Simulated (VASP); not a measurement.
**GaN: single point with PBE**

Crystal: GaN.

```
Ga N
1.0
     0.00000    2.27374    2.27374
     2.27374    0.00000    2.27374
     2.27374    2.27374    0.00000
Ga N
1 1
Direct
  0.00000 0.00000 0.00000
  0.25000 0.25000 0.25000
```

* Program: VASP 6.6.1
* Task: single point
* Functional: PBE
* Potentials or basis: VASP PAW PBE potentials, release 64 (Ga_d, N)
* Cutoff: 600 eV
* k mesh: 2 × 2 × 2
* Occupations: gaussian, width 0.01 eV
* Spin: no spin polarisation

```
Pressure               : 3.3 GPa
Band gap on the k mesh : 1.31 eV, direct
```

Levels at points of the mesh, in eV from the valence-band top:
```csv
k point,band 7,band 8,band 9,band 10,band 11,band 12
"(0.00, 0.00, 0.00)",0.00,0.00,0.00,1.31,9.55,9.55
"(0.50, 0.00, 0.00)",-7.21,-0.99,-0.99,4.07,8.47,9.67
"(0.50, 0.50, 0.00)",-6.36,-2.77,-2.77,2.86,6.06,11.44
```

It used 6.1 s of CPU time on 1 thread of AMD EPYC 7R13 Processor (Zen 3) (shared host).

Caveat: the k points lie up to 1.20 Å⁻¹ apart. Expect the measured gap to be larger: semilocal functionals such as PBE lack the derivative discontinuity.
